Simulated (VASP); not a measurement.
# LiPb2 (P-3m1) in VASP: single point with PBE

Aim: the single point of LiPb2 with PBE.

All numbers are computed with VASP 6.6.1; they aren't measurements. Logs are shortened: lines on timing, memory, paths and dates and some standing lists are left out, and cuts for length are marked.

## 1. The cell of the first run

Symmetry: P-3m1, No. 164, trigonal system. The conventional cell has a = 3.556 Å, b = 3.556 Å, c = 7.483 Å, α = 90.00°, β = 90.00°, γ = 120.00°. Within 4.1 Å of Li (site symmetry -3m) lie 6 Pb at 3.14 Å and 6 Li at 3.56 Å. Pb (site symmetry 3m) has 3 Li at 3.14 Å and 9 Pb at 3.42 to 3.56 Å within 4.1 Å.

## 2. Single point, PBE

The input, INCAR:

```
ALGO = Normal ; EDIFF = 1E-7
ENCUT = 520 ; GGA = PE
ISIF = 2 ; ISMEAR = 0
LASPH = True ; LCHARG = True
LELF = True ; LREAL = False
LVHAR = True ; LWAVE = False
NBANDS = 22 ; NELM = 60
PREC = Accurate ; SIGMA = 0.1
```

The input, KPOINTS:

```
k-points
0
Gamma
  6 6 2
```

The input, POSCAR:

```
LiPb2
1.0
    3.5558323000      0.0000000000      0.0000000000
   -1.7779162000      3.0794411000      0.0000000000
    0.0000000000      0.0000000000      7.4831756000
Li Pb
1 2
Direct
    0.0000000000      0.0000000000      0.0000000000
    0.6666667000      0.3333333000      0.6831160000
    0.3333333000      0.6666667000      0.3168840000
```

Potentials or basis: VASP PAW PBE potentials, release 64 (Li_sv, Pb_d).

Launch:

```bash
cat potpaw_PBE.64/Li_sv/POTCAR potpaw_PBE.64/Pb_d/POTCAR > POTCAR
mpirun -np 1 vasp_std > vasp.out
```

OUTCAR:

```text
EDIFF = 1E-7
   ENCUT = 520
   GGA = PE
   ISIF = 2
   ISMEAR = 0
   LASPH = True
   LREAL = False
   NELM = 60
   PREC = Accurate

 ion  position               nearest neighbor table
   1  0.000  0.000  0.000-   2 3.14   3 3.14   2 3.14   3 3.14   2 3.14   3 3.14
   2  0.667  0.333  0.683-   1 3.14   1 3.14   1 3.14   3 3.42   3 3.42   3 3.42
   3  0.333  0.667  0.317-   1 3.14   1 3.14   1 3.14   2 3.42   2 3.42   2 3.42

  LATTYP: Found a hexagonal cell.
 ALAT       =     3.5558323000
 C/A-ratio  =     2.1044793367

  Lattice vectors:

 A1 = (   3.5558323000,   0.0000000000,   0.0000000000)
 A2 = (  -1.7779162000,   3.0794411000,   0.0000000000)
 A3 = (   0.0000000000,   0.0000000000,   7.4831756000)

Analysis of symmetry for initial positions (statically):
=====================================================================
 Subroutine PRICEL returns:
 Original cell was already a primitive cell.

 Routine SETGRP: Setting up the symmetry group for a
 hexagonal supercell.

 Subroutine GETGRP returns: Found 12 space group operations
 (whereof 12 operations were pure point group operations)
 out of a pool of 24 trial point group operations.

The static configuration has the point symmetry D_3d.

Analysis of symmetry for dynamics (positions and initial velocities):
=====================================================================
 Subroutine PRICEL returns:
 Original cell was already a primitive cell.

 Routine SETGRP: Setting up the symmetry group for a
 hexagonal supercell.

 Subroutine GETGRP returns: Found 12 space group operations
 (whereof 12 operations were pure point group operations)
 out of a pool of 24 trial point group operations.

The dynamic configuration has the point symmetry D_3d.

 Subroutine INISYM returns: Found 12 space group operations
 (whereof 12 operations are pure point group operations),
 and found     1 'primitive' translations

----------------------------------------------------------------------------------------

                                     Primitive cell

  volume of cell :      81.9406

  direct lattice vectors                    reciprocal lattice vectors
     3.555832300  0.000000000  0.000000000     0.281228111  0.162367130  0.000000000
    -1.777916200  3.079441100  0.000000000     0.000000000  0.324734251  0.000000000
     0.000000000  0.000000000  7.483175600     0.000000000  0.000000000  0.133633106

  length of vectors
     3.555832300  3.555832322  7.483175600     0.324734253  0.324734251  0.133633106

  position of ions in fractional coordinates (direct lattice)
     0.000000000  0.000000000  0.000000000
     0.666666700  0.333333300  0.683116000
     0.333333300  0.666666700  0.316884000

  ion indices of the primitive-cell ions
   primitive index   ion index
                 1           1
                 2           2
                 3           3

----------------------------------------------------------------------------------------

 KPOINTS: k-points

Automatic generation of k-mesh.
 Grid dimensions read from file:
 generate k-points for:    6    6    2

 Generating k-lattice:

  Cartesian coordinates                     Fractional coordinates (reciprocal lattice)
     0.046871352  0.027061188  0.000000000     0.166666667  0.000000000  0.000000000
     0.000000000  0.054122375  0.000000000     0.000000000  0.166666667  0.000000000
     0.000000000  0.000000000  0.066816553     0.000000000  0.000000000  0.500000000

  Length of vectors
     0.054122376  0.054122375  0.066816553

  Shift w.r.t. Gamma in fractional coordinates (k-lattice)
     0.000000000  0.000000000  0.000000000

 Subroutine IBZKPT returns following result:
 ===========================================

 Found     14 irreducible k-points:

 Following reciprocal coordinates:
            Coordinates               Weight
  0.000000  0.000000  0.000000      1.000000
  0.166667  0.000000  0.000000      6.000000
  0.333333  0.000000  0.000000      6.000000
  0.500000  0.000000  0.000000      3.000000
  0.166667  0.166667  0.000000      6.000000
  0.333333  0.166667  0.000000     12.000000
  0.333333  0.333333  0.000000      2.000000
  0.000000  0.000000  0.500000      1.000000
  0.166667  0.000000  0.500000      6.000000
  0.333333  0.000000  0.500000      6.000000
  0.500000  0.000000  0.500000      3.000000
  0.166667  0.166667  0.500000      6.000000
  0.333333  0.166667  0.500000     12.000000
  0.333333  0.333333  0.500000      2.000000
   k-points           NKPTS =     14   k-points in BZ     NKDIM =     14   number of bands    NBANDS=     22
   number of dos      NEDOS =    301   number of ions     NIONS =      3
   total plane-waves  NPLWV =  43904
   dimension x,y,z NGX =    28 NGY =   28 NGZ =   56
   dimension x,y,z NGXF=    56 NGYF=   56 NGZF=  112
   ions per type =               1   2
   NGX,Y,Z   is equivalent  to a cutoff of  13.09, 13.09, 12.44 a.u.
   NGXF,Y,Z  is equivalent  to a cutoff of  26.18, 26.18, 24.88 a.u.
 SYSTEM =  unknown system
   PREC   = accura    normal or accurate (medium, high low for compatibility)
   ISTART =      0    job   : 0-new  1-cont  2-samecut
   ICHARG =      2    charge: 1-file 2-atom 10-const
   ISPIN  =      1    spin polarized calculation?
   LNONCOLLINEAR =      F non collinear calculations
   LSORBIT =      F    spin-orbit coupling
   LASPH  =      T    aspherical Exc in radial PAW
   ENCUT  =  520.0 eV  38.22 Ry    6.18 a.u.   6.61  6.61 13.91*2*pi/ulx,y,z
   NELM   =     60;   NELMIN=  2; NELMDL= -5     # of ELM steps
   EDIFF  = 0.1E-06   stopping-criterion for ELM
   LREAL  =      F    real-space projection
   EDIFFG = 0.1E-05   stopping-criterion for IOM
   NSW    =      0    number of steps for IOM
   IBRION =     -1    ionic relax: 0-MD 1-quasi-New 2-CG
   NFREE  =      0    steps in history (QN), initial steepest desc. (CG)
   ISIF   =      2    stress and relaxation
   ISYM   =      2    0-nonsym 1-usesym 2-fastsym
   POTIM  = 0.5000    time-step for ionic-motion
   TEBEG  =    0.0;   TEEND  =   0.0 temperature during run
   PSTRESS=    0.0 pullay stress
   NELECT =      31.0000    total number of electrons
   NUPDOWN=      -1.0000    fix difference up-down
   EMIN   =  10.00;   EMAX   =-10.00  energy-range for DOS
   EFERMI =   0.00;   METHOD = LEGACY
   ISMEAR =     0;   SIGMA  =   0.10  broadening in eV -4-tet -1-fermi 0-gaus
   EFERMI_NEDOS =   21; number of points for ismear=-14 and -15
   IALGO  =     38    algorithm
   IMIX   =      4    mixing-type and parameters
     AMIX     =   0.40;   BMIX     =  1.00
     AMIX_MAG =   1.60;   BMIX_MAG =  1.00
  volume/ion in A,a.u.               =      27.31       184.32
  Fermi-wavevector in a.u.,A,eV,Ry     =   1.184029  2.237490 19.074345  1.401925
  Thomas-Fermi vector in A             =   2.320252
   LORBIT       =      0    0 simple, 1 ext, 2 COOP (PROOUT), +10 PAW based schemes
   GGA     = PE    functional components
   LHFCALC =     F    Hartree Fock is set to
   AEXX    =    0.0000 exact exchange contribution
   IVDW    =     0    specifies the selected vdW correction
   LEPSILON=     F    determine dielectric tensor
   LRPA    =     F    only Hartree local field effects (RPA)
 non-spin polarized calculation
 Gauss-broadening in eV      SIGMA  =   0.10
  energy-cutoff  :      520.00
  volume of cell :       81.94
 maximum number of plane-waves:      2247
 NGX is ok and might be reduce to    28
   NGX = 13   NGY = 13   NGZ = 27

 number of electron      30.9999985 magnetization

 Free energy of the ion-electron system (eV)
  ---------------------------------------------------
  ext. energy  EPLUGINS =         0.00000000
  ---------------------------------------------------
  free energy    TOTEN  =        -9.34848615 eV

  energy without entropy =       -9.34234903  energy(sigma->0) =       -9.34541759

 E-fermi :   5.4405     XC(G=0):  -9.3221

 val. band max:        5.3066358447   @ k =   0.3333   0.1667   0.5000
 cond. band min:       5.4597813494   @ k =   0.3333   0.0000   0.5000
 fundamental gap:      0.1531455047
 Fermi energy:         5.4405210283

 k-point     1 :       0.0000    0.0000    0.0000
  band No.  band energies     occupation
      1     -41.4376      2.00000
      2     -11.5069      2.00000
      3     -11.4979      2.00000
      4     -11.4979      2.00000
      5     -11.4961      2.00000
      6     -11.4961      2.00000
[... 14 lines left out ...]
     21      14.2824      0.00000
     22      14.7259      0.00000

 k-point     2 :       0.1667    0.0000    0.0000
  band No.  band energies     occupation
      1     -41.4371      2.00000
      2     -11.5402      2.00000
      3     -11.5062      2.00000
      4     -11.4610      2.00000
      5     -11.4607      2.00000
      6     -11.4428      2.00000
[... 14 lines left out ...]
     21      12.5910      0.00000
     22      13.3063      0.00000

 k-point     3 :       0.3333    0.0000    0.0000
  band No.  band energies     occupation
      1     -41.4362      2.00000
      2     -11.5924      2.00000
      3     -11.5289      2.00000
      4     -11.4800      2.00000
      5     -11.4474      2.00000
      6     -11.4455      2.00000
[... 14 lines left out ...]
     21      10.6025      0.00000
     22      11.9629      0.00000
[... 226 lines left out ...]
 k-point    13 :       0.3333    0.1667    0.5000
  band No.  band energies     occupation
      1     -41.4357      2.00000
      2     -11.5589      2.00000
      3     -11.5150      2.00000
      4     -11.4875      2.00000
      5     -11.4582      2.00000
      6     -11.4462      2.00000
[... 14 lines left out ...]
     21      10.2724      0.00000
     22      12.2558      0.00000

 k-point    14 :       0.3333    0.3333    0.5000
  band No.  band energies     occupation
      1     -41.4355      2.00000
      2     -11.5267      2.00000
      3     -11.4879      2.00000
      4     -11.4879      2.00000
      5     -11.4064      2.00000
      6     -11.3911      2.00000
[... 14 lines left out ...]
     21       9.4838      0.00000
     22      10.3602      0.00000

------------------------ aborting loop because EDIFF is reached ----------------------------------------

  FORCE on cell =-STRESS in cart. coord.  units (eV):
  Direction    XX          YY          ZZ          XY          YZ          ZX
  --------------------------------------------------------------------------------------
  -------------------------------------------------------------------------------------
  Total        0.1159612      0.1159612      0.1056245     -0.0000000      0.0000000      0.0000000
  in kB        2.2673784      2.2673784      2.0652664     -0.0000000      0.0000000      0.0000000
  external PRESSURE =       2.2000077 kB  Pullay stress =       0.0000000 kB

 VOLUME and BASIS-vectors are now :
 -----------------------------------------------------------------------------
  energy-cutoff  :      520.00
  volume of cell :       81.94
      direct lattice vectors                 reciprocal lattice vectors
     3.555832300  0.000000000  0.000000000     0.281228111  0.162367130  0.000000000
    -1.777916200  3.079441100  0.000000000     0.000000000  0.324734251  0.000000000
     0.000000000  0.000000000  7.483175600     0.000000000  0.000000000  0.133633106

 POSITION                                       TOTAL-FORCE (eV/Angst)
 -----------------------------------------------------------------------------------
      0.00000      0.00000      0.00000        -0.000000      0.000000      0.000000
      1.77792      1.02648      5.11188        -0.000000      0.000000      0.021440
     -0.00000      2.05296      2.37130         0.000000      0.000000     -0.021440
 -----------------------------------------------------------------------------------
    total drift:                               -0.000000      0.000000      0.000000

  FREE ENERGIE OF THE ION-ELECTRON SYSTEM (eV)
  ---------------------------------------------------
  free  energy   TOTEN  =        -9.3484861495 eV

  energy  without entropy=       -9.3423490284  energy(sigma->0) =       -9.34541759
```

Run time: 26 s. Hardware: 1 thread of Intel Xeon Platinum 8488C (Sapphire Rapids), shared host; peak memory 0.2 GiB.

What came out:

```yaml
Free_energy: -9.3485 eV
Largest_force: 0.021 eV/Å
```

Forces on the atoms (eV/Å):
```
Li   0.000  0.000  0.000
Pb   0.000  0.000  0.021
Pb   0.000  0.000 -0.021
```

Caveat: the k points lie up to 0.42 Å⁻¹ apart; the cutoff is under 1.25 times the usual one of these potentials, so pressure, stress and relaxed cells hold a basis-set (Pulay) error; spin-orbit coupling is left out, which moves the levels of the heavy elements.
